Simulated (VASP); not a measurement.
# PbS in VASP: further runs, part 2 of 2

VASP 6.6.1. Earlier steps stand in the parts before.

### 5 Single point, PBE (equal xx and yy strain of -2 %)

Contents of INCAR:

```
SYSTEM = PbS
ALGO     = Normal         ! electronic algorithm
EDIFF    = 1E-6           ! SCF threshold, eV
ENCUT    = 520            ! plane-wave cutoff, eV
GGA      = PE             ! functional
ISIF     = 2              ! what is computed and relaxed
ISMEAR   = -1             ! smearing method
LASPH    = .True.         ! aspherical terms in the spheres
LCHARG   = .True.         ! write CHGCAR
LELF     = .True.         ! ELF
LREAL    = .False.        ! projectors in reciprocal space
LVHAR    = .True.       
LWAVE    = .False.        ! write WAVECAR
NBANDS   = 17             ! bands
NELM     = 100            ! most SCF steps
PREC     = Accurate       ! precision mode
SIGMA    = 0.01           ! smearing width, eV
```

Contents of KPOINTS:

```
k-points
0
Gamma
  8 8 8
  0 0 0
```

Contents of POSCAR:

```
PbS
1.0
    0.0000000000      2.9057000000      2.9650000000
    2.9057000000      0.0000000000      2.9650000000
    2.9057000000      2.9057000000      0.0000000000
Pb S
1 1
Direct
    0.0000000000      0.0000000000      0.0000000000
    0.5000000000      0.5000000000      0.5000000000
```

Potentials or basis: VASP PAW PBE potentials, release 64 (Pb_d, S).

On the command line:

```
> cat potpaw_PBE.64/Pb_d/POTCAR potpaw_PBE.64/S/POTCAR > POTCAR
> mpirun -np 1 vasp_std > vasp.out
```

OUTCAR:

```text
SYSTEM = PbS
   EDIFF = 1E-6
   ENCUT = 520
   GGA = PE
   ISIF = 2
   ISMEAR = -1
   LASPH = .True.
   LREAL = .False.
   NELM = 100
   PREC = Accurate

 ion  position               nearest neighbor table
   1  0.000  0.000  0.000-   2 2.91   2 2.91   2 2.91   2 2.91   2 2.96   2 2.96
   2  0.500  0.500  0.500-   1 2.91   1 2.91   1 2.91   1 2.91   1 2.96   1 2.96

  LATTYP: Found a body centered tetragonal cell.
 ALAT       =     4.1092803482
 C/A-ratio  =     1.4430750636

  Lattice vectors:

 A1 = (  -2.9057000000,   0.0000000000,   2.9650000000)
 A2 = (   2.9057000000,   0.0000000000,   2.9650000000)
 A3 = (   0.0000000000,   2.9057000000,  -2.9650000000)

Analysis of symmetry for initial positions (statically):
=====================================================================
 Subroutine PRICEL returns:
 Original cell was already a primitive cell.

 Routine SETGRP: Setting up the symmetry group for a
 body centered tetragonal supercell.

 Subroutine GETGRP returns: Found 16 space group operations
 (whereof 16 operations were pure point group operations)
 out of a pool of 16 trial point group operations.

The static configuration has the point symmetry D_4h.

Analysis of symmetry for dynamics (positions and initial velocities):
=====================================================================
 Subroutine PRICEL returns:
 Original cell was already a primitive cell.

 Routine SETGRP: Setting up the symmetry group for a
 body centered tetragonal supercell.

 Subroutine GETGRP returns: Found 16 space group operations
 (whereof 16 operations were pure point group operations)
 out of a pool of 16 trial point group operations.

The dynamic configuration has the point symmetry D_4h.

 Subroutine INISYM returns: Found 16 space group operations
 (whereof 16 operations are pure point group operations),
 and found     1 'primitive' translations

----------------------------------------------------------------------------------------

                                     Primitive cell

  volume of cell :      50.0675

  direct lattice vectors                    reciprocal lattice vectors
     0.000000000  2.905700000  2.965000000    -0.172075576  0.172075576  0.168634064
     2.905700000  0.000000000  2.965000000     0.172075576 -0.172075576  0.168634064
     2.905700000  2.905700000  0.000000000     0.172075576  0.172075576 -0.168634064

  length of vectors
     4.151423550  4.151423550  4.109280348     0.296070017  0.296070017  0.296070017

  position of ions in fractional coordinates (direct lattice)
     0.000000000  0.000000000  0.000000000
     0.500000000  0.500000000  0.500000000

  ion indices of the primitive-cell ions
   primitive index   ion index
                 1           1
                 2           2

----------------------------------------------------------------------------------------

 KPOINTS: k-points

Automatic generation of k-mesh.
 Grid dimensions read from file:
 generate k-points for:    8    8    8

 Generating k-lattice:

  Cartesian coordinates                     Fractional coordinates (reciprocal lattice)
    -0.021509447  0.021509447  0.021079258     0.125000000  0.000000000  0.000000000
     0.021509447 -0.021509447  0.021079258     0.000000000  0.125000000  0.000000000
     0.021509447  0.021509447 -0.021079258     0.000000000  0.000000000  0.125000000

  Length of vectors
     0.037008752  0.037008752  0.037008752

  Shift w.r.t. Gamma in fractional coordinates (k-lattice)
     0.000000000  0.000000000  0.000000000

 Subroutine IBZKPT returns following result:
 ===========================================

 Found     59 irreducible k-points:

 Following reciprocal coordinates:
            Coordinates               Weight
  0.000000  0.000000  0.000000      1.000000
  0.125000  0.000000  0.000000      8.000000
  0.250000  0.000000  0.000000      8.000000
  0.375000  0.000000  0.000000      8.000000
  0.500000  0.000000  0.000000      4.000000
  0.125000  0.125000  0.000000      2.000000
[... 16 lines left out ...]
  0.250000  0.000000  0.125000     16.000000
  0.375000  0.000000  0.125000     16.000000
 [... further k-points ...]
   k-points           NKPTS =     59   k-points in BZ     NKDIM =     59   number of bands    NBANDS=     17
   number of dos      NEDOS =    301   number of ions     NIONS =      2
   total plane-waves  NPLWV =  32768
   dimension x,y,z NGX =    32 NGY =   32 NGZ =   32
   dimension x,y,z NGXF=    64 NGYF=   64 NGZF=   64
   ions per type =               1   1
   NGX,Y,Z   is equivalent  to a cutoff of  12.81, 12.81, 12.95 a.u.
   NGXF,Y,Z  is equivalent  to a cutoff of  25.63, 25.63, 25.89 a.u.
 SYSTEM =  PbS
   PREC   = accura    normal or accurate (medium, high low for compatibility)
   ISTART =      0    job   : 0-new  1-cont  2-samecut
   ICHARG =      2    charge: 1-file 2-atom 10-const
   ISPIN  =      1    spin polarized calculation?
   LNONCOLLINEAR =      F non collinear calculations
   LSORBIT =      F    spin-orbit coupling
   LASPH  =      T    aspherical Exc in radial PAW
   ENCUT  =  520.0 eV  38.22 Ry    6.18 a.u.   7.72  7.72  7.64*2*pi/ulx,y,z
   NELM   =    100;   NELMIN=  2; NELMDL= -5     # of ELM steps
   EDIFF  = 0.1E-05   stopping-criterion for ELM
   LREAL  =      F    real-space projection
   EDIFFG = 0.1E-04   stopping-criterion for IOM
   NSW    =      0    number of steps for IOM
   IBRION =     -1    ionic relax: 0-MD 1-quasi-New 2-CG
   NFREE  =      0    steps in history (QN), initial steepest desc. (CG)
   ISIF   =      2    stress and relaxation
   ISYM   =      2    0-nonsym 1-usesym 2-fastsym
   POTIM  = 0.5000    time-step for ionic-motion
   TEBEG  =    0.0;   TEEND  =   0.0 temperature during run
   PSTRESS=    0.0 pullay stress
   NELECT =      20.0000    total number of electrons
   NUPDOWN=      -1.0000    fix difference up-down
   EMIN   =  10.00;   EMAX   =-10.00  energy-range for DOS
   EFERMI =   0.00;   METHOD = LEGACY
   ISMEAR =    -1;   SIGMA  =   0.01  broadening in eV -4-tet -1-fermi 0-gaus
   EFERMI_NEDOS =   21; number of points for ismear=-14 and -15
   IALGO  =     38    algorithm
   IMIX   =      4    mixing-type and parameters
     AMIX     =   0.40;   BMIX     =  1.00
     AMIX_MAG =   1.60;   BMIX_MAG =  1.00
  volume/ion in A,a.u.               =      25.03       168.94
  Fermi-wavevector in a.u.,A,eV,Ry     =   1.205682  2.278408 19.778366  1.453669
  Thomas-Fermi vector in A             =   2.341371
   LORBIT       =      0    0 simple, 1 ext, 2 COOP (PROOUT), +10 PAW based schemes
   GGA     = PE    functional components
   LHFCALC =     F    Hartree Fock is set to
   AEXX    =    0.0000 exact exchange contribution
   IVDW    =     0    specifies the selected vdW correction
   LEPSILON=     F    determine dielectric tensor
   LRPA    =     F    only Hartree local field effects (RPA)
 non-spin polarized calculation
  energy-cutoff  :      520.00
  volume of cell :       50.07
 maximum number of plane-waves:      1379
   NGX = 15   NGY = 15   NGZ = 15

 number of electron      19.9999996 magnetization

 Free energy of the ion-electron system (eV)
  ---------------------------------------------------
  ext. energy  EPLUGINS =         0.00000000
  ---------------------------------------------------
  free energy    TOTEN  =        -8.70254006 eV

  energy without entropy =       -8.70253983  energy(sigma->0) =       -8.70253994

 E-fermi :   6.5342     XC(G=0):  -9.8770

 val. band max:        6.4387406492   @ k =   0.5000   0.0000   0.0000
 cond. band min:       6.6296510266   @ k =   0.5000   0.0000   0.0000
 fundamental gap:      0.1909103774
 Fermi energy:         6.5341959020

 k-point     1 :       0.0000    0.0000    0.0000
  band No.  band energies     occupation
      1     -10.5214      2.00000
      2     -10.5214      2.00000
      3     -10.5176      2.00000
      4     -10.5130      2.00000
      5     -10.4980      2.00000
      6      -7.6050      2.00000
[... 9 lines left out ...]
     16      13.0415      0.00000
     17      14.9105      0.00000

 k-point     2 :       0.1250    0.0000    0.0000
  band No.  band energies     occupation
      1     -10.5210      2.00000
      2     -10.5185      2.00000
      3     -10.5176      2.00000
      4     -10.5085      2.00000
      5     -10.5002      2.00000
      6      -7.4631      2.00000
[... 9 lines left out ...]
     16      13.4209      0.00000
     17      16.1383      0.00000
[... 421 lines left out ...]
 k-point    24 :       0.3750    0.0000    0.1250
  band No.  band energies     occupation
      1     -10.5554      2.00000
      2     -10.5256      2.00000
      3     -10.5203      2.00000
      4     -10.4860      2.00000
      5     -10.4666      2.00000
      6      -6.5886      2.00000
[... 9 lines left out ...]
     16      16.1030      0.00000
     17      18.1839      0.00000

 [... further k-points ...]
[... 5 lines left out ...]
  --------------------------------------------------------------------------------------
  -------------------------------------------------------------------------------------
  Total        1.8855319      1.8855319      0.9237725      0.0000000      0.0000000      0.0000000
  in kB       60.3376256     60.3376256     29.5610168      0.0000000      0.0000000      0.0000000
  external PRESSURE =      50.0787560 kB  Pullay stress =       0.0000000 kB

 VOLUME and BASIS-vectors are now :
 -----------------------------------------------------------------------------
  energy-cutoff  :      520.00
  volume of cell :       50.07
      direct lattice vectors                 reciprocal lattice vectors
     0.000000000  2.905700000  2.965000000    -0.172075576  0.172075576  0.168634064
     2.905700000  0.000000000  2.965000000     0.172075576 -0.172075576  0.168634064
     2.905700000  2.905700000  0.000000000     0.172075576  0.172075576 -0.168634064

 POSITION                                       TOTAL-FORCE (eV/Angst)
 -----------------------------------------------------------------------------------
      0.00000      0.00000      0.00000         0.000000     -0.000000     -0.000000
      2.90570      2.90570      2.96500        -0.000000      0.000000      0.000000
 -----------------------------------------------------------------------------------
    total drift:                                0.000000     -0.000000     -0.000000

  FREE ENERGIE OF THE ION-ELECTRON SYSTEM (eV)
  ---------------------------------------------------
  free  energy   TOTEN  =        -8.7025400613 eV

  energy  without entropy=       -8.7025398256  energy(sigma->0) =       -8.70253994
```

Run time: 29 s. Hardware: 1 thread of Intel Xeon Platinum 8259CL at 2.50GHz (Skylake/Cascade Lake), shared host; peak memory 0.2 GiB.

Results:

```yaml
Free_energy: -8.7025 eV
Pressure: 5.0 GPa
Band_gap_on_the_k_mesh: 0.19 eV, direct
```

Stress tensor (GPa, compression positive):
```
6.03 0.00 0.00
0.00 6.03 0.00
0.00 0.00 2.96
```

Caveat: the cell differs from its parent crystal (equal xx and yy strain of -2 %); spin-orbit coupling is left out, which moves the levels of the heavy elements. A k mesh can miss the band edges.

### 6 The runs side by side

```tsv
cell	gap on the mesh (eV)	pressure (GPa)
a = 4.275 Å, angles 60.0°, 2 atoms	0.56	-1.0
a = 4.158 Å, angles 60.0°, 2 atoms	0.26	3.9
a = 4.228 Å, angles 60.0°, 2 atoms	0.45	0.7
a = 4.151, b = 4.151, c = 4.109 Å, angles 60.3, 60.3, 59.3°, 2 atoms	0.19	5.0
```

Alike in all rows: task single point; level PBE; potentials or basis VASP PAW PBE potentials, release 64 (Pb_d, S); no spin polarisation; k mesh 8 × 8 × 8; cutoff (eV) 520; smearing fermi-dirac 0.01 eV.

Caveats: spin-orbit coupling is left out, which moves the levels of the heavy elements.

Absolute energies hang on the potentials; compare differences alone.
